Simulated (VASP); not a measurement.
# Si3N4 in VASP: further runs

The runs below take Si3N4 through single point, with PBE.

All numbers are computed with VASP 6.6.1; they aren't measurements. Logs are shortened: lines on timing, memory, paths and dates and some standing lists are left out, and cuts for length are marked.

### 1 The cell of the first run

The cell holds an amorphous packing of atoms, 14 atoms: a = 5.338 Å, b = 5.320 Å, c = 5.415 Å, α = 87.83°, β = 91.33°, γ = 91.00°.

### 2 Single point, PBE

INCAR

```
ALGO     = Normal         # electronic algorithm
EDIFF    = 1E-6           # SCF threshold, eV
ENCUT    = 520            # plane-wave cutoff, eV
GGA      = PE             # functional
ISIF     = 2              # what is computed and relaxed
ISMEAR   = -1             # smearing method
ISYM     = 0            
LASPH    = True           # aspherical terms in the spheres
LCHARG   = False          # write CHGCAR
LREAL    = False          # projectors in reciprocal space
LWAVE    = False          # write WAVECAR
NBANDS   = 45             # bands
NELM     = 100            # most SCF steps
PREC     = Accurate       # precision mode
SIGMA    = 0.3275         # smearing width, eV
```

KPOINTS

```
k-points
0
Gamma
  1 1 1
```

POSCAR

```
Si3N4
1.0
    5.3378070000     -0.0461070000     -0.0620370000
   -0.0461070000      5.3190510000      0.1015160000
   -0.0620370000      0.1015160000      5.4132090000
Si N
6 8
Direct
    0.7942347948      0.1171273613      0.3321188306
    0.4015754853      0.6437279181      0.0633182379
    1.0751471617      0.6318827388      0.6353116416
    0.3451145340      0.1634975982      1.0407239492
    0.5917187716      0.5591809183      0.5069304820
    0.7511832036      0.0525567828      0.7470014178
    0.7708887293      0.4559899781      0.2934849450
    1.1382870649      1.1518345498      0.2670346330
    0.3099980136      0.6989730634      0.3484052430
    0.2053015469     -0.1182051072      0.8039898333
    0.8088626671      0.8316310301      0.4746972743
    0.5923543246     -0.0489804378      0.0180279726
    0.9146077588      0.3460687135      0.8388301671
    0.4969130869      0.2468168964      0.6626395052
```

Potentials or basis: VASP PAW PBE potentials, release 64 (Si, N).

Run with:

```
> cat potpaw_PBE.64/Si/POTCAR potpaw_PBE.64/N/POTCAR > POTCAR
> mpirun -np 1 vasp_gam > vasp.out
```

OUTCAR:

```text
EDIFF = 1E-6
   ENCUT = 520
   GGA = PE
   ISIF = 2
   ISMEAR = -1
   ISYM = 0
   LASPH = True
   LREAL = False
   NELM = 100
   PREC = Accurate

 ion  position               nearest neighbor table
   1  0.794  0.117  0.332-  11 1.68   7 1.81   8 1.88  12 2.20   6 2.28   5 2.81   4 2.85
   2  0.402  0.644  0.063-   9 1.67  12 1.92  10 2.13   4 2.57   5 2.61   4 2.78   3 2.87
   3  0.075  0.632  0.635-  10 1.76  11 1.96  13 2.03   9 2.04   5 2.68   2 2.87   5 2.90   6 2.94

   4  0.345  0.163  0.041-   8 1.67  12 1.76  10 2.12  14 2.24   2 2.57   2 2.78   6 2.80   1 2.85

   5  0.592  0.559  0.507-   7 1.63  11 1.85   9 1.87  14 1.90   2 2.61   3 2.68   1 2.81   3 2.90
                             6 3.07   6 3.07
   6  0.751  0.053  0.747-  14 1.76  12 1.77  13 1.85  11 1.95   1 2.28   4 2.80   3 2.94   5 3.07
                             5 3.07
   7  0.771  0.456  0.293-   5 1.63   1 1.81
   8  0.138  0.152  0.267-   4 1.67   1 1.88
   9  0.310  0.699  0.348-   2 1.67   5 1.87   3 2.04
  10  0.205  0.882  0.804-   3 1.76   4 2.12   2 2.13
  11  0.809  0.832  0.475-   1 1.68   5 1.85   6 1.95   3 1.96
  12  0.592  0.951  0.018-   4 1.76   6 1.77   2 1.92   1 2.20
  13  0.915  0.346  0.839-   6 1.85   3 2.03
  14  0.497  0.247  0.663-   6 1.76   5 1.90   4 2.24

IMPORTANT INFORMATION: All symmetrisations will be switched off!
NOSYMM: (Re-)initialisation of all symmetry stuff for point group C_1.

----------------------------------------------------------------------------------------

                                     Primitive cell

  volume of cell :     153.6058

  direct lattice vectors                    reciprocal lattice vectors
     5.337807000 -0.046107000 -0.062037000     0.187381148  0.001583854  0.002117742
    -0.046107000  5.319051000  0.101516000     0.001583854  0.188084163 -0.003509064
    -0.062037000  0.101516000  5.413209000     0.002117742 -0.003509064  0.184823384

  length of vectors
     5.338366605  5.320219440  5.414516208     0.187399808  0.188123561  0.184868823

  position of ions in fractional coordinates (direct lattice)
     0.794234795  0.117127361  0.332118831
     0.401575485  0.643727918  0.063318238
     0.075147162  0.631882739  0.635311642
     0.345114534  0.163497598  0.040723949
     0.591718772  0.559180918  0.506930482
     0.751183204  0.052556783  0.747001418
     0.770888729  0.455989978  0.293484945
     0.138287065  0.151834550  0.267034633
     0.309998014  0.698973063  0.348405243
     0.205301547  0.881794893  0.803989833
     0.808862667  0.831631030  0.474697274
     0.592354325  0.951019562  0.018027973
     0.914607759  0.346068714  0.838830167
     0.496913087  0.246816896  0.662639505

  ion indices of the primitive-cell ions
   primitive index   ion index
                 1           1
                 2           2
                 3           3
                 4           4
                 5           5
                 6           6
                 7           7
                 8           8
                 9           9
                10          10
                11          11
                12          12
                13          13
                14          14

----------------------------------------------------------------------------------------

 KPOINTS: k-points

Automatic generation of k-mesh.
 Grid dimensions read from file:
 generate k-points for:    1    1    1

 Generating k-lattice:

  Cartesian coordinates                     Fractional coordinates (reciprocal lattice)
     0.187381148  0.001583854  0.002117742     1.000000000 -0.000000000 -0.000000000
     0.001583854  0.188084163 -0.003509064     0.000000000  1.000000000  0.000000000
     0.002117742 -0.003509064  0.184823384    -0.000000000  0.000000000  1.000000000

  Length of vectors
     0.187399808  0.188123561  0.184868823

  Shift w.r.t. Gamma in fractional coordinates (k-lattice)
     0.000000000  0.000000000  0.000000000

 Subroutine IBZKPT returns following result:
 ===========================================

 Found      1 irreducible k-points:

 Following reciprocal coordinates:
            Coordinates               Weight
  0.000000  0.000000  0.000000      1.000000
   k-points           NKPTS =      1   k-points in BZ     NKDIM =      1   number of bands    NBANDS=     45
   number of dos      NEDOS =    301   number of ions     NIONS =     14
   total plane-waves  NPLWV =  64000
   dimension x,y,z NGX =    40 NGY =   40 NGZ =   40
   dimension x,y,z NGXF=    80 NGYF=   80 NGZF=   80
   ions per type =               6   8
   NGX,Y,Z   is equivalent  to a cutoff of  12.46, 12.50, 12.28 a.u.
   NGXF,Y,Z  is equivalent  to a cutoff of  24.91, 25.00, 24.56 a.u.
 SYSTEM =  unknown system
   PREC   = accura    normal or accurate (medium, high low for compatibility)
   ISTART =      0    job   : 0-new  1-cont  2-samecut
   ICHARG =      2    charge: 1-file 2-atom 10-const
   ISPIN  =      1    spin polarized calculation?
   LNONCOLLINEAR =      F non collinear calculations
   LSORBIT =      F    spin-orbit coupling
   LASPH  =      T    aspherical Exc in radial PAW
   ENCUT  =  520.0 eV  38.22 Ry    6.18 a.u.   9.93  9.89 10.07*2*pi/ulx,y,z
   NELM   =    100;   NELMIN=  2; NELMDL= -5     # of ELM steps
   EDIFF  = 0.1E-05   stopping-criterion for ELM
   LREAL  =      F    real-space projection
   EDIFFG = 0.1E-04   stopping-criterion for IOM
   NSW    =      0    number of steps for IOM
   IBRION =     -1    ionic relax: 0-MD 1-quasi-New 2-CG
   NFREE  =      0    steps in history (QN), initial steepest desc. (CG)
   ISIF   =      2    stress and relaxation
   ISYM   =      0    0-nonsym 1-usesym 2-fastsym
   POTIM  = 0.5000    time-step for ionic-motion
   TEBEG  =    0.0;   TEEND  =   0.0 temperature during run
   PSTRESS=    0.0 pullay stress
   NELECT =      64.0000    total number of electrons
   NUPDOWN=      -1.0000    fix difference up-down
   EMIN   =  10.00;   EMAX   =-10.00  energy-range for DOS
   EFERMI =   0.00;   METHOD = LEGACY
   ISMEAR =    -1;   SIGMA  =   0.33  broadening in eV -4-tet -1-fermi 0-gaus
   EFERMI_NEDOS =   21; number of points for ismear=-14 and -15
   IALGO  =     38    algorithm
   IMIX   =      4    mixing-type and parameters
     AMIX     =   0.40;   BMIX     =  1.00
     AMIX_MAG =   1.60;   BMIX_MAG =  1.00
  volume/ion in A,a.u.               =      10.97        74.04
  Fermi-wavevector in a.u.,A,eV,Ry     =   1.222735  2.310634 20.341806  1.495081
  Thomas-Fermi vector in A             =   2.357871
   LORBIT       =      0    0 simple, 1 ext, 2 COOP (PROOUT), +10 PAW based schemes
   GGA     = PE    functional components
   LHFCALC =     F    Hartree Fock is set to
   AEXX    =    0.0000 exact exchange contribution
   IVDW    =     0    specifies the selected vdW correction
   LEPSILON=     F    determine dielectric tensor
   LRPA    =     F    only Hartree local field effects (RPA)
 non-spin polarized calculation
  energy-cutoff  :      520.00
  volume of cell :      153.61
 maximum number of plane-waves:      2047
 NGX is ok and might be reduce to    40
   NGX = 19   NGY = 19   NGZ = 21

 number of electron      64.0000000 magnetization

 Free energy of the ion-electron system (eV)
  ---------------------------------------------------
  ext. energy  EPLUGINS =         0.00000000
  ---------------------------------------------------
  free energy    TOTEN  =       -95.63688277 eV

  energy without entropy =      -94.38980196  energy(sigma->0) =      -95.01334236

 E-fermi :   7.0929     XC(G=0): -10.9257

 val. band max:        6.8099601170   @ k =   0.0000   0.0000   0.0000
 cond. band min:       7.2306756560   @ k =   0.0000   0.0000   0.0000
 fundamental gap:      0.4207155390
 Fermi energy:         7.0928536436

 k-point     1 :       0.0000    0.0000    0.0000
  band No.  band energies     occupation
      1     -11.9764      2.00000
      2     -10.2110      2.00000
      3      -8.9936      2.00000
      4      -8.7569      2.00000
      5      -7.9649      2.00000
      6      -7.7496      2.00000
[... 36 lines left out ...]
     43      12.7927      0.00000
     44      13.6329      0.00000
 [bands above 44 left out]

------------------------ aborting loop because EDIFF is reached ----------------------------------------

  FORCE on cell =-STRESS in cart. coord.  units (eV):
  Direction    XX          YY          ZZ          XY          YZ          ZX
  --------------------------------------------------------------------------------------
  -------------------------------------------------------------------------------------
  Total       -6.9459333    -17.2976087      4.8051801     -4.1538176      4.9830613      4.3952053
  in kB      -72.4492020   -180.4218224     50.1201852    -43.3261824     51.9755664     45.8439635
  external PRESSURE =     -67.5836130 kB  Pullay stress =       0.0000000 kB

 VOLUME and BASIS-vectors are now :
 -----------------------------------------------------------------------------
  energy-cutoff  :      520.00
  volume of cell :      153.61
      direct lattice vectors                 reciprocal lattice vectors
     5.337807000 -0.046107000 -0.062037000     0.187381148  0.001583854  0.002117742
    -0.046107000  5.319051000  0.101516000     0.001583854  0.188084163 -0.003509064
    -0.062037000  0.101516000  5.413209000     0.002117742 -0.003509064  0.184823384

 POSITION                                       TOTAL-FORCE (eV/Angst)
 -----------------------------------------------------------------------------------
      4.21347      0.62010      1.76045         3.116765      3.315263     -5.740686
      2.10992      3.41193      0.38319         0.307938      1.017517     -2.310658
      0.33257      3.42205      3.49856         0.342029      1.126721     -1.104788
      1.83209      0.85787      0.21564        -2.257992      0.290459     -3.368075
      3.10125      2.99849      2.76418        -3.279785     -0.700697      0.647857
      3.96091      0.32075      4.00241         0.776392      1.048645      3.105895
      4.07562      2.41968      1.58716        -0.639726     -3.806951     -2.477903
      0.71458      0.82835      1.45235        -1.840540     -0.264761      0.349076
      1.60087      3.73895      1.93772        -0.459403     -2.439989      4.599978
      1.00533      4.76246      4.42894        -1.201044     -2.844749      1.055946
      4.24976      4.43438      2.60388         0.551393     -0.396606      5.990503
      3.11691      5.03304      0.15739         2.533214     -0.623806      2.859046
      4.81400      1.88374      4.51916         2.472370      2.249672     -1.665399
      2.59994      1.35719      3.58124        -0.421610      2.029282     -1.940791
 -----------------------------------------------------------------------------------
    total drift:                               -0.000130     -0.000694     -0.000084

  FREE ENERGIE OF THE ION-ELECTRON SYSTEM (eV)
  ---------------------------------------------------
  free  energy   TOTEN  =       -95.6368827661 eV

  energy  without entropy=      -94.3898019639  energy(sigma->0) =      -95.01334236
```

It took 13 s on 1 thread of Intel Xeon Platinum 8488C (Sapphire Rapids), shared host; peak memory 0.22 GiB.

Results:

```yaml
Free_energy: -95.6369 eV
Pressure: -6.8 GPa
Largest_force: 7.325 eV/Å
Band_gap_on_the_k_mesh: 0.42 eV
```

Forces on the atoms (eV/Å):
```
Si   3.117  3.315 -5.741
Si   0.308  1.018 -2.311
Si   0.342  1.127 -1.105
Si  -2.258  0.290 -3.368
Si  -3.280 -0.701  0.648
Si   0.776  1.049  3.106
N   -0.640 -3.807 -2.478
N   -1.841 -0.265  0.349
N   -0.459 -2.440  4.600
N   -1.201 -2.845  1.056
N    0.551 -0.397  5.991
N    2.533 -0.624  2.859
N    2.472  2.250 -1.665
N   -0.422  2.029 -1.941
```

Caveat: the k points lie up to 1.18 Å⁻¹ apart.

### 3 Single point, PBE

INCAR

```
SYSTEM = Si3N4
ALGO = Normal ; EDIFF = 1E-6
ENCUT = 520 ; GGA = PE
ISIF = 2 ; ISMEAR = -1
ISYM = 0 ; LASPH = .True.
LCHARG = .False. ; LREAL = .False.
LWAVE = .False. ; NBANDS = 45
NELM = 100 ; PREC = Accurate
SIGMA = 0.3275
```

KPOINTS

```
k-points
0
Gamma
  1 1 1
  0 0 0
```

POSCAR

```
Si3N4
1.0
    5.3378070000     -0.0461070000     -0.0620370000
   -0.0461070000      5.3190510000      0.1015160000
   -0.0620370000      0.1015160000      5.4132090000
Si N
6 8
Direct
    0.7655040459     -0.0479503571      0.4754372689
    0.4957677363      0.4462197510      0.0748527350
    1.0365859633      0.5307782774      0.4654354184
    0.3063112623     -0.0568811492      1.1753795168
    0.3591306068      0.3350788156      0.6394472344
    0.6999193149     -0.0800755146      0.8505449984
    0.5768332337      0.2538287841      0.4416427152
    1.0649025156      0.8869989993      0.4698524973
    0.2209029346      0.6243561776      0.1299875940
    0.0070000878     -0.6136413441      0.7910807950
    0.4992103445      0.6172706461      0.7961212407
    0.6139201074     -0.1543541448      0.2048108944
    0.8459328452      0.2374231150      0.9343036434
    0.3489674939      0.1305771325      0.8571596309
```

Potentials or basis: VASP PAW PBE potentials, release 64 (Si, N).

Run with:

```
> cat potpaw_PBE.64/Si/POTCAR potpaw_PBE.64/N/POTCAR > POTCAR
> mpirun -np 1 vasp_gam > vasp.out
```

OUTCAR:

```text
SYSTEM = Si3N4
   EDIFF = 1E-6
   ENCUT = 520
   GGA = PE
   ISIF = 2
   ISMEAR = -1
   ISYM = 0
   LASPH = .True.
   LREAL = .False.
   NELM = 100
   PREC = Accurate

 ion  position               nearest neighbor table
   1  0.766  0.952  0.475-   8 1.64  12 1.76   7 1.91   6 2.07   3 2.69   4 2.91
   2  0.496  0.446  0.075-  11 1.73   9 1.80  14 2.21   7 2.24  12 2.34  13 2.35   5 2.54   4 2.88
                             4 2.92   6 2.96
   3  0.037  0.531  0.465-   8 1.90  10 1.91   9 2.12   5 2.20   1 2.69   4 3.01
   4  0.306  0.943  0.175-  12 1.73   9 1.77  14 1.97   8 2.08   6 2.78   2 2.88   1 2.91   2 2.92
                             3 3.01
   5  0.359  0.335  0.639-  14 1.57   7 1.67  11 1.89  10 2.09   3 2.20   2 2.54   6 3.06
   6  0.700  0.920  0.851-  13 1.91  11 1.95  12 2.01   1 2.07  14 2.20   4 2.78   2 2.96   5 3.06

   7  0.577  0.254  0.442-   5 1.67   1 1.91   2 2.24
   8  0.065  0.887  0.470-   1 1.64   3 1.90   4 2.08
   9  0.221  0.624  0.130-   4 1.77   2 1.80   3 2.12
  10  0.007  0.386  0.791-  13 1.39   3 1.91   5 2.09
[... 206 lines left out ...]

  FORCE on cell =-STRESS in cart. coord.  units (eV):
  Direction    XX          YY          ZZ          XY          YZ          ZX
  --------------------------------------------------------------------------------------
  -------------------------------------------------------------------------------------
  Total        8.4862902     -9.4067339     -2.4401755     -5.7405094      1.4621227      6.1502547
  in kB       88.5158161    -98.1164564    -25.4521257    -59.8760897     15.2505956     64.1499166
  external PRESSURE =     -11.6842553 kB  Pullay stress =       0.0000000 kB

 VOLUME and BASIS-vectors are now :
 -----------------------------------------------------------------------------
  energy-cutoff  :      520.00
  volume of cell :      153.61
      direct lattice vectors                 reciprocal lattice vectors
     5.337807000 -0.046107000 -0.062037000     0.187381148  0.001583854  0.002117742
    -0.046107000  5.319051000  0.101516000     0.001583854  0.188084163 -0.003509064
    -0.062037000  0.101516000  5.413209000     0.002117742 -0.003509064  0.184823384

 POSITION                                       TOTAL-FORCE (eV/Angst)
 -----------------------------------------------------------------------------------
      4.01272      5.07697      2.62280        -1.585150      2.726209     -4.964512
      2.62110      2.35821      0.41974         0.503448     -0.140301      1.771461
      0.14194      2.86880      2.57111        -0.705105      1.506833     -2.087220
      1.58067      5.02018      1.02611        -2.157456     -0.282977     -0.919621
      1.86185      1.83066      3.47320         0.577961      3.671598     -0.999146
      3.64085      4.94720      4.65414        -2.928534     -0.487026      5.469565
      3.03992      1.36837      2.38069         2.030108      0.097286     -3.918363
      0.27639      4.76270      2.62943         2.567455     -0.557259     -0.911121
      1.14229      3.32399      0.75333        -1.248928     -2.344241      2.152515
     -0.02953      2.13505      4.32107        -4.915048     -1.429980      2.327687
      2.58684      3.34110      4.34126         1.657905     -0.335207     -1.490684
      3.22529      4.49052      1.15644         2.118775     -0.615541     -0.832284
      4.44652      1.31871      5.02920         2.880678      3.053636     -2.168424
      1.80352      0.76547      4.63159         1.203893     -4.863031      6.570149
 -----------------------------------------------------------------------------------
    total drift:                                0.000298      0.000413     -0.000513

  FREE ENERGIE OF THE ION-ELECTRON SYSTEM (eV)
  ---------------------------------------------------
  free  energy   TOTEN  =       -95.8724458434 eV

  energy  without entropy=      -94.7913699012  energy(sigma->0) =      -95.33190787
```

OSZICAR:

```text
N       E                     dE             d eps       ncg     rms          rms(c)
DAV:   1     0.482748822207E+03    0.48275E+03   -0.36044E+04    90   0.138E+03
DAV:   2    -0.637886159647E+02   -0.54654E+03   -0.50796E+03   119   0.316E+02
DAV:   3    -0.107022627727E+03   -0.43234E+02   -0.42168E+02   108   0.934E+01
DAV:   4    -0.108024583136E+03   -0.10020E+01   -0.99401E+00   116   0.150E+01
DAV:   5    -0.108049441974E+03   -0.24859E-01   -0.24755E-01   108   0.215E+00    0.245E+01
DAV:   6    -0.966092626115E+02    0.11440E+02   -0.48094E+01   108   0.314E+01    0.127E+01
DAV:   7    -0.961603955384E+02    0.44887E+00   -0.59799E+00   124   0.142E+01    0.724E+00
DAV:   8    -0.959060527276E+02    0.25434E+00   -0.11921E+00   116   0.671E+00    0.419E+00
DAV:   9    -0.958718130338E+02    0.34240E-01   -0.28321E-01   108   0.274E+00    0.109E+00
DAV:  10    -0.958722598018E+02   -0.44677E-03   -0.46192E-02   108   0.122E+00    0.551E-01
DAV:  11    -0.958720124243E+02    0.24738E-03   -0.70328E-03   108   0.518E-01    0.336E-01
DAV:  12    -0.958723660366E+02   -0.35361E-03   -0.20815E-03   108   0.227E-01    0.134E-01
DAV:  13    -0.958724392415E+02   -0.73205E-04   -0.28702E-04   108   0.104E-01    0.419E-02
DAV:  14    -0.958724434746E+02   -0.42331E-05   -0.61890E-05   108   0.473E-02    0.179E-02
DAV:  15    -0.958724453650E+02   -0.18905E-05   -0.14626E-05   108   0.207E-02    0.751E-03
DAV:  16    -0.958724458434E+02   -0.47843E-06   -0.28740E-06    68   0.980E-03
   1 F= -.95872446E+02 E0= -.95331908E+02  d E =-.108108E+01
```

Run time: 12 s. Hardware: 1 thread of Intel Xeon Platinum 8488C (Sapphire Rapids), shared host; peak memory 0.21 GiB.

What came out:

* Free energy: -95.8724 eV
* Pressure: -1.2 GPa
* Largest force: 8.262 eV/Å
* Band gap on the k mesh: 0.79 eV

Forces in eV/Å, atoms in the order of the input:
```
Si  -1.585  2.726 -4.965
Si   0.503 -0.140  1.771
Si  -0.705  1.507 -2.087
Si  -2.157 -0.283 -0.920
Si   0.578  3.672 -0.999
Si  -2.929 -0.487  5.470
N    2.030  0.097 -3.918
N    2.567 -0.557 -0.911
N   -1.249 -2.344  2.153
N   -4.915 -1.430  2.328
N    1.658 -0.335 -1.491
N    2.119 -0.616 -0.832
N    2.881  3.054 -2.168
N    1.204 -4.863  6.570
```

Caveat: the k points lie up to 1.18 Å⁻¹ apart.
